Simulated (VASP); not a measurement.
A run of VASP 6.6.1 is set up as follows.

Contents of INCAR:

```
SYSTEM = SiGe
ALGO     = Normal         ! electronic algorithm
EDIFF    = 1E-6           ! SCF threshold, eV
ENCUT    = 520            ! plane-wave cutoff, eV
GGA      = PS             ! functional
ISIF     = 2              ! what is computed and relaxed
ISMEAR   = 0              ! smearing method
LASPH    = .TRUE.         ! aspherical terms in the spheres
LCHARG   = .FALSE.        ! write CHGCAR
LREAL    = .FALSE.        ! projectors in reciprocal space
LWAVE    = .FALSE.        ! write WAVECAR
NBANDS   = 26             ! bands
NELM     = 100            ! most SCF steps
PREC     = Accurate       ! precision mode
SIGMA    = 0.03           ! smearing width, eV
```

KPOINTS

```
k-points
0
G
  12 12 6
  0 0 0
```

Contents of POSCAR:

```
SiGe
1.0
    3.9005968931      0.0000000000      0.0000000000
   -1.9502984466      3.3780159994      0.0000000000
    0.0000000000      0.0000000000      5.7185110852
Si Ge
2 2
Direct
    0.6666666667      0.3333333333      0.8745463420
    0.3333333333      0.6666666667      0.3745463420
    0.6666666667      0.3333333333      0.5004526580
    0.3333333333      0.6666666667      0.0004526580
```

Potentials or basis: VASP PAW PBE potentials, release 64 (Si, Ge_d).

Run with:

```sh
$ cat potpaw_PBE.64/Si/POTCAR potpaw_PBE.64/Ge_d/POTCAR > POTCAR
$ mpirun -np 1 vasp_std > vasp.out
```

Task: What does it give for the band gap on the k mesh?

Result: Zero (band 18 reaches 6.94 eV, above the bottom of band 19 at 6.39 eV).

Task: What does it give for the largest force?

Result: 2.520 eV/Å.

Forces in eV/Å, atoms in the order of the input:
```
Si   0.000  0.000  2.520
Si   0.000  0.000  2.520
Ge   0.000  0.000 -2.520
Ge   0.000  0.000 -2.520
```

Caveat: the cell differs from its parent crystal (strain -0.1125 x Voigt [0, 0, 1, 0, 0, 0]); the PAW data sets were made with another functional, which shifts forces and pressure a little.
